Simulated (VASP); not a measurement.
PtSe2: single point with PBE

PtSe2:

```
Pt Se
1.0
     3.74924    0.00000    0.00000
    -1.87462    3.24693    0.00000
     0.00000    0.00000    6.52903
Pt Se
1 2
Direct
  0.00000 0.00000 0.00000
  0.33333 0.66667 0.20064
  0.66667 0.33333 0.79936
```

| Quantity | Value |
| --- | --- |
| Program | VASP 6.6.1 |
| Task | single point |
| Functional | PBE |
| Potentials or basis | VASP PAW PBE potentials, release 64 (Pt, Se) |
| Cutoff | 520 eV |
| k mesh | 8 × 8 × 4 |
| Occupations | gaussian, width 0.05 eV |
| Spin | non-collinear spin, zero start, spin-orbit coupling |
| Starting moments | [[0.0, 0.0, 0.0], [0.0, 0.0, 0.0], [0.0, 0.0, 0.0]] μB |
| Dipole correction | no |
| Further INCAR settings | ALGO = Normal; EDIFF = 1e-06; NBANDS = 35 |

* Pressure: 0.1 GPa
* Largest force: 0.010 eV/Å
* Net moment: 0.00 μB per cell
* Valence electrons inside the program's atomic spheres: Pt 9.33; Se 3.77

Forces on the atoms (eV/Å):
```
Pt   0.000  0.000  0.000
Se   0.000  0.000  0.010
Se   0.000  0.000 -0.010
```

Moments on the atoms (μB; x, y, z):
```
Pt  0.00 0.00 0.00
Se  0.00 0.00 0.00
Se  0.00 0.00 0.00
```

Run time: 110 s on 1 thread of Intel(R) Xeon(R) 6975P-C (Granite Rapids), with other jobs on the host, peak memory 0.42 GiB.

Caveat: this functional lacks dispersion, which binds the layers, so the pressure and a relaxed spacing across them are unreliable.
